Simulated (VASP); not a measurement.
# AlNi (rocksalt type) (Fm-3m) in VASP: a series of runs, part 2 of 2

VASP 6.6.1.

## 4. Relaxation of cell and atoms, PBE, target pressure 9.3 GPa, at which the enthalpy is minimised

Input file INCAR:

```
ALGO     = Normal         # electronic algorithm
EDIFF    = 1E-6           # SCF threshold, eV
EDIFFG   = -0.005         # ionic threshold
ENCUT    = 600            # plane-wave cutoff, eV
GGA      = PE             # functional
IBRION   = 2              # ionic algorithm
ISIF     = 3              # what is computed and relaxed
ISMEAR   = -1             # smearing method
LASPH    = T              # aspherical terms in the spheres
LCHARG   = F              # write CHGCAR
LREAL    = F              # projectors in reciprocal space
LWAVE    = F              # write WAVECAR
NELM     = 100            # most SCF steps
NSW      = 60             # ionic steps
PREC     = Accurate       # precision mode
PSTRESS  = 93.0         
SIGMA    = 0.05           # smearing width, eV
```

Input file KPOINTS:

```
k-points
0
Gamma
  14 14 14
```

Input file POSCAR:

```
AlNi
1.0
    0.0000000000      2.3712818416      2.3712818416
    2.3712818416      0.0000000000      2.3712818416
    2.3712818416      2.3712818416      0.0000000000
Ni Al
1 1
Direct
    0.0000000000      0.0000000000      0.0000000000
    0.5000000000      0.5000000000      0.5000000000
```

Potentials or basis: VASP PAW PBE potentials, release 64 (Ni, Al).

Started as:

```bash
$ cat potpaw_PBE.64/Ni/POTCAR potpaw_PBE.64/Al/POTCAR > POTCAR
$ mpirun -np 1 vasp_std > vasp.out
```

OUTCAR:

```text
EDIFF = 1E-6
   EDIFFG = -0.005
   ENCUT = 600
   GGA = PE
   IBRION = 2
   ISIF = 3
   ISMEAR = -1
   LASPH = T
   LREAL = F
   NELM = 100
   NSW = 60
   PREC = Accurate
   PSTRESS = 93.0

 ion  position               nearest neighbor table
   1  0.000  0.000  0.000-   2 2.37   2 2.37   2 2.37   2 2.37   2 2.37   2 2.37
   2  0.500  0.500  0.500-   1 2.37   1 2.37   1 2.37   1 2.37   1 2.37   1 2.37

  LATTYP: Found a face centered cubic cell.
 ALAT       =     4.7425636832
[... 503 lines left out ...]

  FORCE on cell =-STRESS in cart. coord.  units (eV):
  Direction    XX          YY          ZZ          XY          YZ          ZX
  --------------------------------------------------------------------------------------
  -------------------------------------------------------------------------------------
  Total        1.5403689      1.5403689      1.5403689      0.0000000     -0.0000000      0.0000000
  in kB       92.5456032     92.5456032     92.5456032      0.0000000     -0.0000000      0.0000000
  external PRESSURE =      -0.4543968 kB  Pullay stress =      93.0000000 kB

 VOLUME and BASIS-vectors are now :
 -----------------------------------------------------------------------------
  energy-cutoff  :      600.00
  volume of cell :       26.67
      direct lattice vectors                 reciprocal lattice vectors
     0.000000000  2.371281842  2.371281842    -0.210856420  0.210856420  0.210856420
     2.371281842  0.000000000  2.371281842     0.210856420 -0.210856420  0.210856420
     2.371281842  2.371281842  0.000000000     0.210856420  0.210856420 -0.210856420

 POSITION                                       TOTAL-FORCE (eV/Angst)
 -----------------------------------------------------------------------------------
      0.00000      0.00000      0.00000         0.000000      0.000000      0.000000
      2.37128      2.37128      2.37128        -0.000000      0.000000     -0.000000
 -----------------------------------------------------------------------------------
    total drift:                               -0.000000      0.000000      0.000000

  FREE ENERGIE OF THE ION-ELECTRON SYSTEM (eV)
  ---------------------------------------------------
  free  energy   TOTEN  =        -9.2432392824 eV

  energy  without entropy=       -9.2348741979  energy(sigma->0) =       -9.23905674

  enthalpy is  TOTEN    =        -7.6953072454 eV   P V=        1.5479320370

 reached required accuracy - stopping structural energy minimisation
```

OSZICAR:

```text
N       E                     dE             d eps       ncg     rms          rms(c)
DAV:   1     0.440905833180E+02    0.44091E+02   -0.61763E+03  2082   0.148E+03
DAV:   2    -0.880215313434E+01   -0.52893E+02   -0.50339E+02  2086   0.214E+02
DAV:   3    -0.101490844011E+02   -0.13469E+01   -0.13283E+01  2464   0.444E+01
DAV:   4    -0.101721557124E+02   -0.23071E-01   -0.23061E-01  2466   0.520E+00
DAV:   5    -0.101728930412E+02   -0.73733E-03   -0.73730E-03  2376   0.954E-01    0.970E+00
DAV:   6    -0.116580568196E+02   -0.14852E+01   -0.40114E+01  2260   0.110E+02    0.128E+01
DAV:   7    -0.925585482217E+01    0.24022E+01   -0.11825E+01  2282   0.680E+01    0.993E-01
DAV:   8    -0.925215208919E+01    0.37027E-02   -0.30779E-01  2726   0.693E+00    0.945E-01
DAV:   9    -0.924352974566E+01    0.86223E-02   -0.42171E-02  2446   0.334E+00    0.169E-01
DAV:  10    -0.924324024805E+01    0.28950E-03   -0.17017E-03  2572   0.673E-01    0.568E-02
DAV:  11    -0.924324056482E+01   -0.31677E-06   -0.44862E-05  2652   0.667E-02    0.137E-02
DAV:  12    -0.924323954955E+01    0.10153E-05   -0.22681E-06  1474   0.245E-02    0.396E-03
DAV:  13    -0.924323928235E+01    0.26719E-06   -0.26572E-07  1160   0.905E-03
   1 F= -.76953072E+01 E0= -.76911247E+01  d E =-.769531E+01
```

Run time: 57 s. Hardware: 1 thread of AMD EPYC 7R13, shared host; peak memory 0.16 GiB.

What came out:

* Free energy: -9.2432 eV
* Pressure after relaxing: 9.3 GPa

Final structure:
```cif
data_structure
_symmetry_space_group_name_H-M 'P 1'
_symmetry_Int_Tables_number 1
_cell_length_a 3.3535
_cell_length_b 3.3535
_cell_length_c 3.3535
_cell_angle_alpha 60.000
_cell_angle_beta 60.000
_cell_angle_gamma 60.000
_cell_volume 26.67
loop_
_atom_site_label
_atom_site_type_symbol
_atom_site_fract_x
_atom_site_fract_y
_atom_site_fract_z
_atom_site_occupancy
Ni1 Ni 0.00000 0.00000 0.00000 1
Al1 Al 0.50000 0.50000 0.50000 1
```

Caveat: the relaxation stopped at its first step, so nothing moved; the cell is relaxed towards a set pressure, so the enthalpy falls and the energy may rise. Spin polarisation is off, so any magnetic state and its effect on volume and gap are missing.

## 5. Relaxation of cell and atoms, PBE, target pressure 9.3 GPa, at which the enthalpy is minimised

Input file INCAR:

```
SYSTEM = AlNi
PREC = Accurate ; ENCUT = 600
EDIFF = 1E-6 ; ISMEAR = -1
SIGMA = 0.05 ; LREAL = .False.
LASPH = .True. ; NELM = 60
ALGO = Normal ; ISIF = 3
LWAVE = .False. ; LCHARG = .False.
GGA = PE ; IBRION = 2
NSW = 32 ; EDIFFG = -0.005
PSTRESS = 93.0
```

Input file KPOINTS:

```
regular mesh
0
Gamma
  14 14 14
  0 0 0
```

Input file POSCAR:

```
AlNi
1.0
    0.0000000000      2.3714236984      2.3714236984
    2.3714236984      0.0000000000      2.3714236984
    2.3714236984      2.3714236984      0.0000000000
Ni Al
1 1
Direct
    0.0000000000      0.0000000000      0.0000000000
    0.5000000000      0.5000000000      0.5000000000
```

Started as:

```bash
$ cat potpaw_PBE.64/Ni/POTCAR potpaw_PBE.64/Al/POTCAR > POTCAR
$ mpirun -np 1 vasp_std > vasp.out
```

It took 84 s on 1 thread of AMD EPYC 7R13, shared host; peak memory 0.16 GiB.

It converged, with:

| Quantity | Value |
| --- | --- |
| Free energy | -9.2423 eV |
| Relaxed volume | 13.33 Å³/atom |
| Relaxed cell | a = 3.353 Å, b = 3.353 Å, c = 3.353 Å, α = 60.00°, β = 60.00°, γ = 60.00° |
| Space group after relaxing (to 0.05 Å) | Fm-3m (No. 225) |
| Energy change on relaxing (the enthalpy is what falls) | +0.6 meV/atom |
| Ionic steps | 2 |
| Pressure after relaxing | 9.4 GPa |

Step by step:
| step | energy change (eV) | largest force (eV/Å) | pressure (GPa) | volume (Å³) |
| --- | --- | --- | --- | --- |
| 1 | 0.0000 | 0.0000 | 9.23 | 26.67 |
| 2 | 0.0012 | 0.0000 | 9.35 | 26.65 |

Final structure:
```
Ni Al
1.0
     0.00000    2.37080    2.37080
     2.37080    0.00000    2.37080
     2.37080    2.37080    0.00000
Ni Al
1 1
Direct
  0.00000 0.00000 0.00000
  0.50000 0.50000 0.50000
```

Levels at points of the mesh, in eV from the Fermi level:
```tsv
k point	band 3	band 4	band 5	band 6	band 7	band 8	band 9	band 10
(0.00, 0.00, 0.00)	-2.28	-2.28	-2.20	-2.20	7.12	7.12	7.12	10.78
(0.50, 0.00, 0.00)	-2.72	-2.72	-1.54	-1.54	-0.84	6.83	6.83	8.32
(0.50, 0.50, 0.00)	-3.15	-1.87	-1.37	-1.37	-0.25	1.75	1.75	6.06
```

Caveat: the cell is relaxed towards a set pressure, so the enthalpy falls and the energy may rise. Spin polarisation is off, so any magnetic state and its effect on volume and gap are missing.

## 6. Relaxation of cell and atoms, PBE

This run uses another cell than the first one, of 14.25 Å³/atom, 1.069 times its volume.

Input file INCAR:

```
ALGO     = Normal         # electronic algorithm
EDIFF    = 1E-7           # SCF threshold, eV
EDIFFG   = -0.005         # ionic threshold
ENCUT    = 600            # plane-wave cutoff, eV
GGA      = PE             # functional
IBRION   = 2              # ionic algorithm
ISIF     = 3              # what is computed and relaxed
ISMEAR   = -1             # smearing method
LASPH    = True           # aspherical terms in the spheres
LCHARG   = False          # write CHGCAR
LREAL    = False          # projectors in reciprocal space
LWAVE    = False          # write WAVECAR
NELM     = 80             # most SCF steps
NSW      = 60             # ionic steps
PREC     = Accurate       # precision mode
SIGMA    = 0.05           # smearing width, eV
```

Input file KPOINTS:

```
k-points
0
Gamma
  14 14 14
```

Input file POSCAR:

```
AlNi
1.0
    0.0000000000      2.4244436911      2.4244436911
    2.4244436911      0.0000000000      2.4244436911
    2.4244436911      2.4244436911      0.0000000000
Ni Al
1 1
Direct
    0.0000000000      0.0000000000      0.0000000000
    0.5000000000      0.5000000000      0.5000000000
```

Potentials or basis: VASP PAW PBE potentials, release 64 (Ni, Al).

Started as:

```bash
$ cat potpaw_PBE.64/Ni/POTCAR potpaw_PBE.64/Al/POTCAR > POTCAR
$ mpirun -np 1 vasp_std > vasp.out
```

It took 2.5 min on 1 thread of AMD EPYC 7R13, shared host; peak memory 0.16 GiB.

It converged, with:

| Quantity | Value |
| --- | --- |
| Free energy | -9.2977 eV |
| Relaxed volume | 14.33 Å³/atom |
| Relaxed cell | a = 3.435 Å, b = 3.435 Å, c = 3.435 Å, α = 60.00°, β = 60.00°, γ = 60.00° |
| Space group after relaxing (to 0.05 Å) | Fm-3m (No. 225) |
| Energy gained by relaxing | 0.2 meV/atom |
| Ionic steps | 3 |
| Pressure after relaxing | 0.0 GPa |

Step by step:
```csv
step,energy change (eV),largest force (eV/Å),pressure (GPa),volume (Å³)
1,0.0000,0.0000,0.61,28.50
2,-0.0003,0.0000,-0.24,28.72
3,-0.0003,0.0000,0.01,28.66
```

Final structure:
```cif
data_structure
_symmetry_space_group_name_H-M 'P 1'
_symmetry_Int_Tables_number 1
_cell_length_a 3.4351
_cell_length_b 3.4351
_cell_length_c 3.4351
_cell_angle_alpha 60.000
_cell_angle_beta 60.000
_cell_angle_gamma 60.000
_cell_volume 28.66
loop_
_atom_site_label
_atom_site_type_symbol
_atom_site_fract_x
_atom_site_fract_y
_atom_site_fract_z
_atom_site_occupancy
Ni1 Ni 0.00000 0.00000 0.00000 1
Al1 Al 0.50000 0.50000 0.50000 1
```

Levels at points of the mesh, in eV from the Fermi level:
| k point | band 3 | band 4 | band 5 | band 6 | band 7 | band 8 | band 9 | band 10 |
| --- | --- | --- | --- | --- | --- | --- | --- | --- |
| (0.00, 0.00, 0.00) | -2.03 | -2.03 | -1.97 | -1.97 | 6.68 | 6.68 | 6.68 | 10.46 |
| (0.50, 0.00, 0.00) | -2.46 | -2.46 | -1.38 | -1.38 | -0.77 | 6.66 | 6.66 | 7.82 |
| (0.50, 0.50, 0.00) | -2.80 | -1.68 | -1.23 | -1.23 | -0.25 | 1.71 | 1.71 | 5.47 |

Spin polarisation is off, so any magnetic state and its effect on volume and gap are missing.

## 7. Overview

```tsv
task	cell	cutoff (eV)	gap on the mesh (eV)	pressure (GPa)
single point	a = 3.354 Å, angles 60.0°, 2 atoms	520	none	9.3
single point	a = 3.436 Å, angles 60.0°, 2 atoms	520	none	0.0
relaxation of cell and atoms	relaxed to 9.3 GPa from a = 3.353 Å, angles 60.0°, 2 atoms	600	none	9.3
relaxation of cell and atoms	relaxed to 9.3 GPa from a = 3.354 Å, angles 60.0°, 2 atoms	600	none	9.4
relaxation of cell and atoms	relaxed from a = 3.429 Å, angles 60.0°, 2 atoms	600	none	0.0
```

Alike in all rows: level PBE; potentials or basis VASP PAW PBE potentials, release 64 (Ni, Al); no spin polarisation; k mesh 14 × 14 × 14; smearing fermi-dirac 0.05 eV.

Caveats: the cell is relaxed towards a set pressure, so the enthalpy falls and the energy may rise (some runs); the relaxation stopped at its first step, so nothing moved (some runs).

Absolute energies hang on the potentials; compare differences alone.
